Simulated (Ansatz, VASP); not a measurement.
# One calculation of Ga, two programs

```
CELL_PARAMETERS angstrom
1.35360 -4.13126 0.00000
1.35360 4.13126 0.00000
0.00000 0.00000 3.20303
ATOMIC_POSITIONS crystal
Ga 0.86777 0.13223 0.25000
Ga 0.13223 0.86777 0.75000
```

Alike in both runs: functional PBEsol; k mesh 12 × 12 × 10; occupations fermi-dirac, width 0.05 eV; no spin polarisation.

Ansatz relaxed the structure, and its values are those at the end. VASP's run is a single point on that final structure, the one shown.

|  | VASP | Ansatz |
| --- | --- | --- |
| version | VASP 6.6.1 | Ansatz 0.2.0 |
| potentials or method | VASP PAW PBE potentials, release 64 (Ga_d), cutoff 520 eV | all-electron LAPW, scalar-relativistic |

|  | VASP | Ansatz | Ansatz less VASP |
| --- | --- | --- | --- |
| pressure (GPa) | -0.1 | 0.0 | +0.07 |

VASP's potentials were made for PBE, not for PBEsol. Ansatz ran all-electron here, and VASP with PAW potentials.
